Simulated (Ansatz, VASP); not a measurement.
# One calculation of As, two programs

```
As
1.0
     1.72019    0.99315    4.84348
    -1.72019    0.99315    4.84348
     0.00000   -1.98631    4.84348
As
2
Direct
  0.78834 0.78834 0.78834
  0.21166 0.21166 0.21166
```

Alike in both runs: task single point; functional r2SCAN; k mesh 17 × 17 × 17; occupations fermi-dirac, width 0.1 eV; no spin polarisation.

```csv
,VASP,Ansatz
version,VASP 6.6.1,Ansatz 0.2.0
potentials or method,"VASP PAW PBE potentials, release 64 (As), cutoff 520 eV","plane waves (500 eV) with PAW, scalar-relativistic"
valence electrons in the cell,10,30
```

|  | VASP | Ansatz | Ansatz less VASP |
| --- | --- | --- | --- |
| pressure (GPa) | 9.5 | 9.2 | -0.28 |
| traceless stress, the component that is largest in VASP (GPa) | -1.73 | -1.85 | -0.113 |

VASP's potentials were made for PBE, not for r2SCAN. VASP's potentials hold 10 valence electrons a cell and Ansatz's 30, so a difference there can come from the potentials and not from the codes.
